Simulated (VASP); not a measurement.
A run of VASP 6.6.1:

INCAR

```
PREC = Accurate ; ENCUT = 520
EDIFF = 1E-6 ; ISMEAR = 0
SIGMA = 0.1 ; LREAL = False
LASPH = True ; NELM = 80
ALGO = Normal ; ISIF = 2
LWAVE = False ; LCHARG = False
GGA = PE ; NBANDS = 18
```

Contents of KPOINTS:

```
Automatic mesh
0
Gamma
  6 6 6
```

The input POSCAR:

```
HfO2
1.0
    1.6330907013      0.9428653560      4.5340154084
   -1.6330907013      0.9428653560      4.5340154084
    0.0000000000     -1.8857307120      4.5340154084
Hf O
1 2
Direct
    0.0000000000      0.0000000000      0.0000000000
    0.7370767627      0.7370767627      0.7370767627
    0.2629232373      0.2629232373      0.2629232373
```

Potentials or basis: VASP PAW PBE potentials, release 64 (Hf_pv, O).

Run with:

```bash
$ cat potpaw_PBE.64/Hf_pv/POTCAR potpaw_PBE.64/O/POTCAR > POTCAR
$ mpirun -np 1 vasp_std > vasp.out
```

Hardware: 1 thread of Intel Xeon 8259CL (shared host).

**Question.** How long does it take, and how much memory?

**Answer.** Run time: 82 s on 1 thread of Intel Xeon 8259CL (shared host), peak memory 0.24 GiB. Counts: scf iterations 13, k points 32.
